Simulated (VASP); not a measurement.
# Mo (I4/mmm) in VASP: a series of runs

The runs below take Mo through single point, with LDA.

Everything below comes from runs of VASP 6.6.1. Logs are shortened: lines on timing, memory, paths and dates and some standing lists are left out, and cuts for length are marked.

### 1 The cell of the first run

Symmetry: I4/mmm, No. 139, tetragonal system. Conventional cell: a = 2.764 Å, b = 2.764 Å, c = 4.090 Å, α = 90.00°, β = 90.00°, γ = 90.00°. Within 3.6 Å of Mo (site symmetry 4/mmm) lie 12 Mo at 2.76 to 2.83 Å.

### 2 Single point, LDA (strain -0.030 along x and y, +0.015 along z)

Input file INCAR:

```
PREC = Accurate ; ENCUT = 520
EDIFF = 1E-7 ; ISMEAR = 0
SIGMA = 0.15 ; LREAL = F
LASPH = T ; NELM = 80
ALGO = Fast ; ISIF = 2
LWAVE = F ; LCHARG = T
GGA = CA ; LELF = T
LVHAR = T ; NBANDS = 13
```

Input file KPOINTS:

```
regular mesh
0
Gamma
  20 20 20
```

Input file POSCAR:

```
Mo
1.0
    0.0000000000      1.9545500000      2.0452250000
    1.9545500000      0.0000000000      2.0452250000
    1.9545500000      1.9545500000      0.0000000000
Mo
1
Direct
    0.0000000000      0.0000000000      0.0000000000
```

Potentials or basis: VASP PAW LDA potentials, release 64 (Mo_sv).

Started as:

```bash
cat potpaw_LDA.64/Mo_sv/POTCAR > POTCAR
mpirun -np 1 vasp_std > vasp.out
```

OUTCAR:

```text
PREC = Accurate
   ENCUT = 520
   EDIFF = 1E-7
   ISMEAR = 0
   LREAL = F
   LASPH = T
   NELM = 80
   ISIF = 2
   GGA = CA

 ion  position               nearest neighbor table
   1  0.000  0.000  0.000-

  LATTYP: Found a body centered tetragonal cell.
 ALAT       =     2.7641511183
 C/A-ratio  =     1.4798214081

  Lattice vectors:

 A1 = (  -1.9545500000,   0.0000000000,   2.0452250000)
 A2 = (   1.9545500000,   0.0000000000,   2.0452250000)
 A3 = (   0.0000000000,   1.9545500000,  -2.0452250000)

Analysis of symmetry for initial positions (statically):
=====================================================================
 Subroutine PRICEL returns:
 Original cell was already a primitive cell.

 Routine SETGRP: Setting up the symmetry group for a
 body centered tetragonal supercell.

 Subroutine GETGRP returns: Found 16 space group operations
 (whereof 16 operations were pure point group operations)
 out of a pool of 16 trial point group operations.

The static configuration has the point symmetry D_4h.

Analysis of symmetry for dynamics (positions and initial velocities):
=====================================================================
 Subroutine PRICEL returns:
 Original cell was already a primitive cell.

 Routine SETGRP: Setting up the symmetry group for a
 body centered tetragonal supercell.

 Subroutine GETGRP returns: Found 16 space group operations
 (whereof 16 operations were pure point group operations)
 out of a pool of 16 trial point group operations.

The dynamic configuration has the point symmetry D_4h.

 Subroutine INISYM returns: Found 16 space group operations
 (whereof 16 operations are pure point group operations),
 and found     1 'primitive' translations

----------------------------------------------------------------------------------------

                                     Primitive cell

  volume of cell :      15.6266

  direct lattice vectors                    reciprocal lattice vectors
     0.000000000  1.954550000  2.045225000    -0.255813359  0.255813359  0.244471880
     1.954550000  0.000000000  2.045225000     0.255813359 -0.255813359  0.244471880
     1.954550000  1.954550000  0.000000000     0.255813359  0.255813359 -0.244471880

  length of vectors
[... 86 lines left out ...]
   ISIF   =      2    stress and relaxation
   ISYM   =      2    0-nonsym 1-usesym 2-fastsym
   POTIM  = 0.5000    time-step for ionic-motion
   TEBEG  =    0.0;   TEEND  =   0.0 temperature during run
   PSTRESS=    0.0 pullay stress
   NELECT =      14.0000    total number of electrons
   NUPDOWN=      -1.0000    fix difference up-down
   EMIN   =  10.00;   EMAX   =-10.00  energy-range for DOS
   EFERMI =   0.00;   METHOD = LEGACY
   ISMEAR =     0;   SIGMA  =   0.15  broadening in eV -4-tet -1-fermi 0-gaus
   EFERMI_NEDOS =   21; number of points for ismear=-14 and -15
   IALGO  =     68    algorithm
   IMIX   =      4    mixing-type and parameters
     AMIX     =   0.40;   BMIX     =  1.00
     AMIX_MAG =   1.60;   BMIX_MAG =  1.00
  volume/ion in A,a.u.               =      15.63       105.45
  Fermi-wavevector in a.u.,A,eV,Ry     =   1.578202  2.982370 33.888329  2.490722
  Thomas-Fermi vector in A             =   2.678769
   LORBIT       =      0    0 simple, 1 ext, 2 COOP (PROOUT), +10 PAW based schemes
   GGA     = CA    functional components
   LHFCALC =     F    Hartree Fock is set to
   AEXX    =    0.0000 exact exchange contribution
   IVDW    =     0    specifies the selected vdW correction
   LEPSILON=     F    determine dielectric tensor
   LRPA    =     F    only Hartree local field effects (RPA)
 non-spin polarized calculation
 RMM-DIIS sequential band-by-band and
 Gauss-broadening in eV      SIGMA  =   0.15
  energy-cutoff  :      520.00
  volume of cell :       15.63
 maximum number of plane-waves:       435
 NGX is ok and might be reduce to    24
   NGX = 11   NGY = 11   NGZ = 11

 number of electron      13.9999999 magnetization

 Free energy of the ion-electron system (eV)
  ---------------------------------------------------
  ext. energy  EPLUGINS =         0.00000000
  ---------------------------------------------------
  free energy    TOTEN  =       -11.71337055 eV

  energy without entropy =      -11.69894663  energy(sigma->0) =      -11.70615859

 E-fermi :  12.0748     XC(G=0): -13.5887

 val. band max:       12.0744695593   @ k =  -0.4000   0.1500   0.0000
 cond. band min:      12.0747942666   @ k =   0.5000   0.0500   0.1500
 fundamental gap:      0.0003247073
 Fermi energy:        12.0747862850

 k-point     1 :       0.0000    0.0000    0.0000
  band No.  band energies     occupation
      1     -48.3202      2.00000
      2     -21.8094      2.00000
      3     -21.7641      2.00000
      4     -21.7641      2.00000
      5       5.2418      2.00000
      6      10.9143      2.00000
      7      11.4845      2.00000
      8      11.4845      2.00000
      9      13.6152      0.00000
     10      14.4243      0.00000
     11      25.2027      0.00000
     12      29.5135      0.00000
     13      30.9959      0.00000
[... 354 lines left out ...]
  band No.  band energies     occupation
      1     -48.1024      2.00000
      2     -22.9933      2.00000
      3     -22.0231      2.00000
      4     -21.8740      2.00000
      5       7.5136      2.00000
      6      10.9785      2.00000
      7      11.6594      1.99991
      8      12.0039      1.49629
      9      15.0024      0.00000
     10      15.9618      0.00000
     11      24.2646      0.00000
     12      27.0544      0.00000
     13      32.3465      0.00000

 [... further k-points ...]

------------------------ aborting loop because EDIFF is reached ----------------------------------------

  FORCE on cell =-STRESS in cart. coord.  units (eV):
  Direction    XX          YY          ZZ          XY          YZ          ZX
  --------------------------------------------------------------------------------------
  -------------------------------------------------------------------------------------
  Total       -0.7294107     -0.7294107     -0.0591513      0.0000000      0.0000000      0.0000000
  in kB      -74.7856164    -74.7856164     -6.0647079      0.0000000      0.0000000      0.0000000
  external PRESSURE =     -51.8786469 kB  Pullay stress =       0.0000000 kB

 VOLUME and BASIS-vectors are now :
 -----------------------------------------------------------------------------
  energy-cutoff  :      520.00
  volume of cell :       15.63
      direct lattice vectors                 reciprocal lattice vectors
     0.000000000  1.954550000  2.045225000    -0.255813359  0.255813359  0.244471880
     1.954550000  0.000000000  2.045225000     0.255813359 -0.255813359  0.244471880
     1.954550000  1.954550000  0.000000000     0.255813359  0.255813359 -0.244471880

 POSITION                                       TOTAL-FORCE (eV/Angst)
 -----------------------------------------------------------------------------------
      0.00000      0.00000      0.00000         0.000000      0.000000      0.000000
 -----------------------------------------------------------------------------------
    total drift:                               -0.000000      0.000000     -0.000000

  FREE ENERGIE OF THE ION-ELECTRON SYSTEM (eV)
  ---------------------------------------------------
  free  energy   TOTEN  =       -11.7133705484 eV

  energy  without entropy=      -11.6989466334  energy(sigma->0) =      -11.70615859
```

stdout:

```text
POSCAR found type information on POSCAR Mo
 POSCAR found :  1 types and       1 ions
 scaLAPACK will be used
 LDA part: xc-table for (Slater(with rela. corr.)+CA(PZ))
 , standard interpolation
 POSCAR, INCAR and KPOINTS ok, starting setup
 FFT: planning ... GRIDC
 FFT: planning ... GRID_SOFT
 FFT: planning ... GRID
 WAVECAR not read
 entering main loop
WARNING in EDDRMM: call to ZHEGV failed, returncode =   8  4     13
```

It took 76 s on 1 thread of Intel Xeon Platinum 8375C at 2.90GHz (Ice Lake), shared host; peak memory 0.23 GiB.

Results:

```yaml
Free_energy: -11.7134 eV
Pressure: -5.2 GPa
Band_gap_on_the_k_mesh: zero (bands 7 and 8 overlap by 4.61 eV)
```

Stress tensor (GPa, compression positive):
```
-7.48  0.00  0.00
 0.00 -7.48  0.00
 0.00  0.00 -0.61
```

Caveat: the cell differs from its parent crystal (strain -0.030 along x and y, +0.015 along z); the stress differs along the axes, from -7 to -1 GPa.

### 3 Single point, LDA (strain -0.030 along x and y, +0.030 along z)

Input file INCAR:

```
PREC = Accurate
ENCUT = 520
EDIFF = 1E-6
ISMEAR = 0
SIGMA = 0.15
LREAL = False
LASPH = True
NELM = 80
ALGO = Fast
ISIF = 2
LWAVE = False
LCHARG = True
LELF = True
LVHAR = True
NBANDS = 13
```

Input file KPOINTS:

```
Automatic mesh
0
Gamma
  20 20 20
```

Input file POSCAR:

```
Mo
1.0
    0.0000000000      1.9545500000      2.0754500000
    1.9545500000      0.0000000000      2.0754500000
    1.9545500000      1.9545500000      0.0000000000
Mo
1
Direct
    0.0000000000      0.0000000000      0.0000000000
```

Potentials or basis: VASP PAW LDA potentials, release 64 (Mo_sv).

Started as:

```bash
cat potpaw_LDA.64/Mo_sv/POTCAR > POTCAR
mpirun -np 1 vasp_std > vasp.out
```

Run time: 65 s. Hardware: 1 thread of Intel Xeon Platinum 8375C at 2.90GHz (Ice Lake), shared host; peak memory 0.23 GiB.

It converged, with:

- Free energy: -11.7107 eV
- Pressure: -8.7 GPa
- Band gap on the k mesh: zero (bands 7 and 8 overlap by 4.40 eV)

Stress tensor (GPa, compression positive):
```
-11.30   0.00   0.00
  0.00 -11.30   0.00
  0.00   0.00  -3.43
```

Levels at points of the mesh, in eV from the Fermi level:
| k point | band 3 | band 4 | band 5 | band 6 | band 7 | band 8 | band 9 | band 10 | band 11 | band 12 |
| --- | --- | --- | --- | --- | --- | --- | --- | --- | --- | --- |
| (0.00, 0.00, 0.00) | -33.90 | -33.90 | -6.82 | -1.28 | -0.53 | -0.53 | 1.34 | 2.39 | 13.12 | 17.07 |
| (0.50, 0.00, 0.00) | -34.18 | -34.03 | -4.73 | -1.38 | -0.60 | 1.59 | 3.81 | 4.22 | 11.20 | 12.73 |
| (0.50, 0.50, 0.00) | -34.31 | -34.31 | -5.06 | -4.32 | 3.28 | 4.03 | 4.58 | 4.58 | 13.06 | 13.06 |
| (0.50, 0.00, 0.50) | -34.53 | -34.40 | -5.12 | -4.42 | 3.87 | 4.22 | 4.46 | 5.06 | 11.71 | 12.68 |

Caveat: the cell differs from its parent crystal (strain -0.030 along x and y, +0.030 along z); the stress differs along the axes, from -11 to -3 GPa.

### 4 Single point, LDA (strain +0.000 along x and y, -0.030 along z)

Input file INCAR:

```
SYSTEM = Mo
PREC     = Accurate       ! precision mode
ENCUT    = 520            ! plane-wave cutoff, eV
EDIFF    = 1E-7           ! SCF threshold, eV
ISMEAR   = 0              ! smearing method
SIGMA    = 0.15           ! smearing width, eV
LREAL    = .FALSE.        ! projectors in reciprocal space
LASPH    = .TRUE.         ! aspherical terms in the spheres
NELM     = 100            ! most SCF steps
ALGO     = Normal         ! electronic algorithm
ISIF     = 2              ! what is computed and relaxed
LWAVE    = .FALSE.        ! write WAVECAR
LCHARG   = .FALSE.        ! write CHGCAR
NBANDS   = 13             ! bands
```

Input file KPOINTS:

```
regular mesh
0
G
  20 20 20
  0 0 0
```

Input file POSCAR:

```
Mo
1.0
    0.0000000000      2.0150000000      1.9545500000
    2.0150000000      0.0000000000      1.9545500000
    2.0150000000      2.0150000000      0.0000000000
Mo
1
Direct
    0.0000000000      0.0000000000      0.0000000000
```

Started as:

```bash
cat potpaw_LDA.64/Mo_sv/POTCAR > POTCAR
mpirun -np 1 vasp_std > vasp.out
```

Run time: 53 s. Hardware: 1 thread of Intel Xeon Platinum 8375C at 2.90GHz (Ice Lake), shared host; peak memory 0.23 GiB.

It converged, with:

* Free energy: -11.6977 eV
* Pressure: -8.9 GPa
* Band gap on the k mesh: zero (bands 7 and 8 overlap by 4.64 eV)

Stress tensor (GPa, compression positive):
```
 -6.77   0.00   0.00
  0.00  -6.77   0.00
  0.00   0.00 -13.20
```

Levels at points of the mesh, in eV from the Fermi level:
| k point | band 4 | band 5 | band 6 | band 7 | band 8 | band 9 | band 10 | band 11 |
| --- | --- | --- | --- | --- | --- | --- | --- | --- |
| (0.00, 0.00, 0.00) | -33.86 | -6.77 | -0.86 | -0.86 | -0.50 | 1.69 | 2.18 | 13.13 |
| (0.50, 0.00, 0.00) | -34.01 | -4.67 | -1.15 | -0.74 | 1.63 | 3.95 | 4.19 | 11.21 |
| (0.50, 0.50, 0.00) | -34.41 | -5.06 | -4.40 | 3.99 | 4.51 | 4.70 | 4.70 | 12.21 |
| (0.50, 0.00, 0.50) | -34.30 | -5.03 | -4.32 | 3.90 | 4.01 | 4.48 | 4.86 | 12.41 |

Caveat: the cell differs from its parent crystal (strain +0.000 along x and y, -0.030 along z); the stress differs along the axes, from -13 to -7 GPa.

### 5 Single point, LDA (strain -0.015 along x and y, +0.000 along z)

Input file INCAR:

```
SYSTEM = Mo
PREC = Accurate
ENCUT = 520
EDIFF = 1E-6
ISMEAR = 0
SIGMA = 0.15
LREAL = .False.
LASPH = .True.
NELM = 60
ALGO = Fast
ISIF = 2
LWAVE = .False.
LCHARG = .False.
NBANDS = 13
```

Input file KPOINTS:

```
Automatic mesh
0
Gamma
  20 20 20
  0 0 0
```

Input file POSCAR:

```
Mo
1.0
    0.0000000000      1.9847750000      2.0150000000
    1.9847750000      0.0000000000      2.0150000000
    1.9847750000      1.9847750000      0.0000000000
Mo
1
Direct
    0.0000000000      0.0000000000      0.0000000000
```

Potentials or basis: VASP PAW LDA potentials, release 64 (Mo_sv).

Started as:

```bash
cat potpaw_LDA.64/Mo_sv/POTCAR > POTCAR
mpirun -np 1 vasp_std > vasp.out
```

OUTCAR:

```text
SYSTEM = Mo
   PREC = Accurate
   ENCUT = 520
   EDIFF = 1E-6
   ISMEAR = 0
   LREAL = .False.
   LASPH = .True.
   NELM = 60
   ISIF = 2

 ion  position               nearest neighbor table
   1  0.000  0.000  0.000-

  LATTYP: Found a body centered tetragonal cell.
 ALAT       =     2.8068957233
 C/A-ratio  =     1.4357498095

  Lattice vectors:

 A1 = (  -1.9847750000,   0.0000000000,   2.0150000000)
 A2 = (   1.9847750000,   0.0000000000,   2.0150000000)
 A3 = (   0.0000000000,   1.9847750000,  -2.0150000000)

[... 563 lines left out ...]
     13      31.9522      0.00000

 [... further k-points ...]

------------------------ aborting loop because EDIFF is reached ----------------------------------------

  FORCE on cell =-STRESS in cart. coord.  units (eV):
  Direction    XX          YY          ZZ          XY          YZ          ZX
  --------------------------------------------------------------------------------------
  -------------------------------------------------------------------------------------
  Total       -0.9874139     -0.9874139     -0.7072068      0.0000000      0.0000000      0.0000000
  in kB      -99.6511231    -99.6511231    -71.3722545      0.0000000      0.0000000      0.0000000
  external PRESSURE =     -90.2248335 kB  Pullay stress =       0.0000000 kB

 VOLUME and BASIS-vectors are now :
 -----------------------------------------------------------------------------
  energy-cutoff  :      520.00
  volume of cell :       15.88
      direct lattice vectors                 reciprocal lattice vectors
     0.000000000  1.984775000  2.015000000    -0.251917724  0.251917724  0.248138958
     1.984775000  0.000000000  2.015000000     0.251917724 -0.251917724  0.248138958
     1.984775000  1.984775000  0.000000000     0.251917724  0.251917724 -0.248138958

 POSITION                                       TOTAL-FORCE (eV/Angst)
 -----------------------------------------------------------------------------------
      0.00000      0.00000      0.00000         0.000000      0.000000      0.000000
 -----------------------------------------------------------------------------------
    total drift:                                0.000000      0.000000     -0.000000

  FREE ENERGIE OF THE ION-ELECTRON SYSTEM (eV)
  ---------------------------------------------------
  free  energy   TOTEN  =       -11.6924921771 eV

  energy  without entropy=      -11.6781085422  energy(sigma->0) =      -11.68530036
```

stdout:

```text
POSCAR found type information on POSCAR Mo
 POSCAR found :  1 types and       1 ions
 scaLAPACK will be used
 LDA part: xc-table for (Slater(with rela. corr.)+CA(PZ))
 , standard interpolation
 POSCAR, INCAR and KPOINTS ok, starting setup
 FFT: planning ... GRIDC
 FFT: planning ... GRID_SOFT
 FFT: planning ... GRID
 WAVECAR not read
 entering main loop
```

Wall time 58 s (1 thread of Intel Xeon Platinum 8375C at 2.90GHz (Ice Lake), shared host); peak memory 0.23 GiB.

Results:

- Free energy: -11.6925 eV
- Pressure: -9.0 GPa
- Band gap on the k mesh: zero (bands 7 and 8 overlap by 4.68 eV)

Stress tensor (GPa, compression positive):
```
-9.97  0.00  0.00
 0.00 -9.97  0.00
 0.00  0.00 -7.14
```

Caveat: the cell differs from its parent crystal (strain -0.015 along x and y, +0.000 along z); the cell stands under tension.

[end of part 1 of 2]
